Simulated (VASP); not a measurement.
# Sc (Pm-3m) in VASP: notebook, part 2 of 2

VASP 6.6.1. Earlier steps stand in the parts before.

## 5. Single point, BLYP

This run uses another cell than the first one, of 26.97 Å³/atom, 1.136 times its volume.

INCAR

```
SYSTEM = Sc
AGGAC = 1.0
AGGAX = 1.0
ALDAC = 0.0
ALDAX = 1.0
ALGO = Normal
EDIFF = 1E-6
ENCUT = 520
GGA = B5
ISIF = 2
ISMEAR = -1
LASPH = .True.
LCHARG = .True.
LELF = .True.
LREAL = .False.
LVHAR = .True.
LWAVE = .False.
NBANDS = 12
NELM = 100
PREC = Accurate
SIGMA = 0.1
```

KPOINTS

```
k-points
0
Gamma
  12 12 12
  0 0 0
```

POSCAR

```
Sc
1.0
    2.9987198877      0.0000000000      0.0000000000
    0.0000000000      2.9987198877      0.0000000000
    0.0000000000      0.0000000000      2.9987198877
Sc
1
Direct
    0.0000000000      0.0000000000      0.0000000000
```

Potentials or basis: VASP PAW PBE potentials, release 64 (Sc_sv).

On the command line:

```
$ cat potpaw_PBE.64/Sc_sv/POTCAR > POTCAR
$ mpirun -np 1 vasp_std > vasp.out
```

OUTCAR:

```text
SYSTEM = Sc
   EDIFF = 1E-6
   ENCUT = 520
   GGA = B5
   ISIF = 2
   ISMEAR = -1
   LASPH = .True.
   LREAL = .False.
   NELM = 100
   PREC = Accurate

 ion  position               nearest neighbor table
   1  0.000  0.000  0.000-

  LATTYP: Found a simple cubic cell.
 ALAT       =     2.9987198877

  Lattice vectors:

 A1 = (   2.9987198877,   0.0000000000,   0.0000000000)
 A2 = (   0.0000000000,   2.9987198877,   0.0000000000)
 A3 = (   0.0000000000,   0.0000000000,   2.9987198877)

Analysis of symmetry for initial positions (statically):
=====================================================================
 Subroutine PRICEL returns:
 Original cell was already a primitive cell.

 Routine SETGRP: Setting up the symmetry group for a
 simple cubic supercell.

 Subroutine GETGRP returns: Found 48 space group operations
 (whereof 48 operations were pure point group operations)
 out of a pool of 48 trial point group operations.

The static configuration has the point symmetry O_h .

Analysis of symmetry for dynamics (positions and initial velocities):
=====================================================================
 Subroutine PRICEL returns:
 Original cell was already a primitive cell.

 Routine SETGRP: Setting up the symmetry group for a
 simple cubic supercell.

 Subroutine GETGRP returns: Found 48 space group operations
 (whereof 48 operations were pure point group operations)
 out of a pool of 48 trial point group operations.

The dynamic configuration has the point symmetry O_h .

 Subroutine INISYM returns: Found 48 space group operations
 (whereof 48 operations are pure point group operations),
 and found     1 'primitive' translations

----------------------------------------------------------------------------------------

                                     Primitive cell

  volume of cell :      26.9655

[... 105 lines left out ...]
     AMIX     =   0.40;   BMIX     =  1.00
     AMIX_MAG =   1.60;   BMIX_MAG =  1.00
  volume/ion in A,a.u.               =      26.97       181.97
  Fermi-wavevector in a.u.,A,eV,Ry     =   1.214143  2.294398 20.056935  1.474143
  Thomas-Fermi vector in A             =   2.349572
   LORBIT       =      0    0 simple, 1 ext, 2 COOP (PROOUT), +10 PAW based schemes
   GGA     = B5    functional components
   LHFCALC =     F    Hartree Fock is set to
   AEXX    =    0.0000 exact exchange contribution
   IVDW    =     0    specifies the selected vdW correction
   LEPSILON=     F    determine dielectric tensor
   LRPA    =     F    only Hartree local field effects (RPA)
 non-spin polarized calculation
  energy-cutoff  :      520.00
  volume of cell :       26.97
 maximum number of plane-waves:       743
 NGX is ok and might be reduce to    24
   NGX = 11   NGY = 11   NGZ = 11

 number of electron      11.0000003 magnetization

 Free energy of the ion-electron system (eV)
  ---------------------------------------------------
  ext. energy  EPLUGINS =         0.00000000
  ---------------------------------------------------
  free energy    TOTEN  =        -4.69145496 eV

  energy without entropy =       -4.59808224  energy(sigma->0) =       -4.64476860

 E-fermi :   3.6717     XC(G=0):  -8.9608

 val. band max:        3.6688350379   @ k =   0.4167   0.3333   0.0833
 cond. band min:       3.6808933884   @ k =   0.5000   0.3333   0.0833
 fundamental gap:      0.0120583506
 Fermi energy:         3.6717291426

 k-point     1 :       0.0000    0.0000    0.0000
  band No.  band energies     occupation
      1     -45.8418      2.00000
      2     -24.3815      2.00000
      3     -24.3815      2.00000
      4     -24.3815      2.00000
      5      -1.1133      2.00000
      6       3.1884      1.98421
      7       3.1884      1.98421
      8       7.2313      0.00000
      9       7.2313      0.00000
     10       7.2313      0.00000
     11      15.6951      0.00000
     12      15.6951      0.00000
[... 331 lines left out ...]
 k-point    24 :       0.4167    0.3333    0.0000
  band No.  band energies     occupation
      1     -45.7479      2.00000
      2     -24.7749      2.00000
      3     -24.6825      2.00000
      4     -24.3135      2.00000
      5       2.3105      2.00000
      6       3.5026      1.68872
      7       5.5269      0.00000
      8       6.0945      0.00000
      9       6.3710      0.00000
     10       6.3922      0.00000
     11       9.5673      0.00000
     12      13.4553      0.00000

 [... further k-points ...]
[... 5 lines left out ...]
  --------------------------------------------------------------------------------------
  -------------------------------------------------------------------------------------
  Total       -0.0079939     -0.0079939     -0.0079939     -0.0000000      0.0000000      0.0000000
  in kB       -0.4749669     -0.4749669     -0.4749669     -0.0000000      0.0000000      0.0000000
  external PRESSURE =      -0.4749669 kB  Pullay stress =       0.0000000 kB

 VOLUME and BASIS-vectors are now :
 -----------------------------------------------------------------------------
  energy-cutoff  :      520.00
  volume of cell :       26.97
      direct lattice vectors                 reciprocal lattice vectors
     2.998719888  0.000000000  0.000000000     0.333475629  0.000000000  0.000000000
     0.000000000  2.998719888  0.000000000     0.000000000  0.333475629  0.000000000
     0.000000000  0.000000000  2.998719888     0.000000000  0.000000000  0.333475629

 POSITION                                       TOTAL-FORCE (eV/Angst)
 -----------------------------------------------------------------------------------
      0.00000      0.00000      0.00000         0.000000      0.000000      0.000000
 -----------------------------------------------------------------------------------
    total drift:                                0.000000     -0.000000      0.000000

  FREE ENERGIE OF THE ION-ELECTRON SYSTEM (eV)
  ---------------------------------------------------
  free  energy   TOTEN  =        -4.6914549644 eV

  energy  without entropy=       -4.5980822438  energy(sigma->0) =       -4.64476860
```

OSZICAR:

```text
N       E                     dE             d eps       ncg     rms          rms(c)
DAV:   1     0.753252779817E+02    0.75325E+02   -0.50307E+03  2024   0.870E+02
DAV:   2    -0.367373894905E+01   -0.78999E+02   -0.77232E+02  2016   0.281E+02
DAV:   3    -0.520324589125E+01   -0.15295E+01   -0.14805E+01  2544   0.508E+01
DAV:   4    -0.523532966612E+01   -0.32084E-01   -0.32030E-01  2432   0.617E+00
DAV:   5    -0.523592650727E+01   -0.59684E-03   -0.59681E-03  2768   0.843E-01    0.467E+00
DAV:   6    -0.473607523675E+01    0.49985E+00   -0.84304E-01  3028   0.125E+01    0.114E+00
DAV:   7    -0.469485176611E+01    0.41223E-01   -0.76819E-02  3140   0.324E+00    0.443E-01
DAV:   8    -0.469145152509E+01    0.34002E-02   -0.10609E-02  2168   0.145E+00    0.134E-01
DAV:   9    -0.469142811311E+01    0.23412E-04   -0.10802E-03  3060   0.456E-01    0.434E-02
DAV:  10    -0.469145578957E+01   -0.27676E-04   -0.22802E-04  3144   0.169E-01    0.991E-03
DAV:  11    -0.469145415407E+01    0.16355E-05   -0.68038E-06  3092   0.331E-02    0.335E-03
DAV:  12    -0.469145496437E+01   -0.81030E-06   -0.11698E-06  2004   0.111E-02
   1 F= -.46914550E+01 E0= -.46447686E+01  d E =-.933727E-01
```

Run time: 17 s. Hardware: 1 thread of AMD EPYC 9R14 (Zen 4), shared host; peak memory 0.12 GiB.

What came out:

```yaml
Free_energy: -4.6915 eV
Pressure: 0.0 GPa
```

Levels at points of the mesh, in eV from the Fermi level:
```tsv
k point	band 2	band 3	band 4	band 5	band 6	band 7	band 8	band 9
(0.00, 0.00, 0.00)	-28.05	-28.05	-28.05	-4.79	-0.48	-0.48	3.56	3.56
(0.50, 0.00, 0.00)	-28.52	-28.01	-28.01	-1.62	-0.32	0.07	2.11	2.11
(0.50, 0.50, 0.00)	-28.46	-28.46	-27.97	-1.56	0.17	2.43	2.43	3.66
(0.50, 0.50, 0.50)	-28.40	-28.40	-28.40	-0.40	-0.40	-0.40	4.49	4.49
```

Caveat: the PAW data sets were made with another functional, which shifts forces and pressure a little.

## 6. Single point, BLYP (volume scaled by 1.04)

INCAR

```
  PREC = Accurate
  ENCUT = 520
  EDIFF = 1E-7
  ISMEAR = -1
  SIGMA = 0.1
  LREAL = F
  LASPH = T
  NELM = 80
  ALGO = Normal
  ISIF = 2
  LWAVE = F
  LCHARG = F
  GGA = B5
  ALDAX = 1.0
  AGGAX = 1.0
  AGGAC = 1.0
  ALDAC = 0.0
  NBANDS = 12
```

KPOINTS

```
regular mesh
0
Gamma
  12 12 12
```

POSCAR

```
Sc
1.0
    3.0381812537      0.0000000000      0.0000000000
    0.0000000000      3.0381812537      0.0000000000
    0.0000000000      0.0000000000      3.0381812537
Sc
1
Direct
    0.0000000000      0.0000000000      0.0000000000
```

Potentials or basis: VASP PAW PBE potentials, release 64 (Sc_sv).

On the command line:

```
$ cat potpaw_PBE.64/Sc_sv/POTCAR > POTCAR
$ mpirun -np 1 vasp_std > vasp.out
```

It took 18 s on 1 thread of AMD EPYC 9R14 (Zen 4), shared host; peak memory 0.12 GiB.

It converged, with:

```
Free energy : -4.6873 eV
Pressure    : -1.2 GPa
```

Levels at points of the mesh, in eV from the Fermi level:
```
           k point  band 1  band 2  band 3  band 4  band 5  band 6  band 7  band 8  band 9  band 10
(0.00, 0.00, 0.00)  -49.58  -28.14  -28.14  -28.14   -4.71   -0.45   -0.45    3.41    3.41     3.41
(0.50, 0.00, 0.00)  -49.53  -28.56  -28.11  -28.11   -1.62   -0.33    0.08    2.04    2.04     3.53
(0.50, 0.50, 0.00)  -49.48  -28.50  -28.50  -28.07   -1.45    0.15    2.34    2.34    3.50     3.50
(0.50, 0.50, 0.50)  -49.44  -28.45  -28.45  -28.45   -0.35   -0.35   -0.35    4.30    4.30     7.55
```

Caveat: the cell differs from its parent crystal (volume scaled by 1.04); the PAW data sets were made with another functional, which shifts forces and pressure a little.

## 7. Summary

```csv
cell,gap on the mesh (eV),pressure (GPa)
"a = 2.874 Å, 1 atom",none,5.0
"a = 2.917 Å, 1 atom",none,3.0
"a = 2.958 Å, 1 atom",none,1.4
"a = 2.999 Å, 1 atom",none,0.0
"a = 3.038 Å, 1 atom",none,-1.2
```

Alike in all rows: task single point; level BLYP; potentials or basis VASP PAW PBE potentials, release 64 (Sc_sv); no spin polarisation; k mesh 12 × 12 × 12; cutoff (eV) 520; smearing fermi-dirac 0.1 eV.

Caveats: the PAW data sets were made with another functional, which shifts forces and pressure a little.

Total energies depend on the potentials used, so only differences within one code and one set of settings carry meaning.
